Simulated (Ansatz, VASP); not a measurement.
# Two plane-wave programs on Ga3Bi2As

```xyz
6
Lattice="4.3390 0.0000 0.0000 -2.1695 3.7577 0.0000 0.0000 0.0000 10.6221" Properties=species:S:1:pos:R:3 pbc="T T T"
As    0.0000    0.0000    0.0031
Bi    0.0000    2.5051    3.4452
Bi    2.1695    1.2526    7.1619
Ga    0.0000    2.5051    0.6909
Ga    2.1695    1.2526    4.4339
Ga    0.0000    0.0000    8.1647
```

Alike in both runs: task single point; functional PBEsol; k mesh 6 × 6 × 2; occupations fermi-dirac, width 0.02 eV; no spin polarisation.

|  | VASP | Ansatz |
| --- | --- | --- |
| version | VASP 6.6.1 | Ansatz 0.2.0 |
| potentials or method | VASP PAW PBE potentials, release 64 (As, Bi_d, Ga_d) | plane waves, PAW |
| plane-wave cutoff (eV) | 520 | 420 |
| valence electrons in the cell | 74 | 84 |

```csv
,VASP,Ansatz,Ansatz less VASP
pressure (GPa),-0.3,-0.3,-0.01
"traceless stress, the component that is largest in VASP (GPa)",0.19,0.19,-0.005
rms of the force components (eV/Å),0.032,0.033,+0.0009
```

VASP's potentials were made for PBE, not for PBEsol. Atom by atom the forces differ by 0.003 eV/Å (rms over components). VASP's potentials hold 74 valence electrons a cell and Ansatz's 84, so a difference there can come from the potentials and not from the codes.

Neither program's run includes spin-orbit coupling.
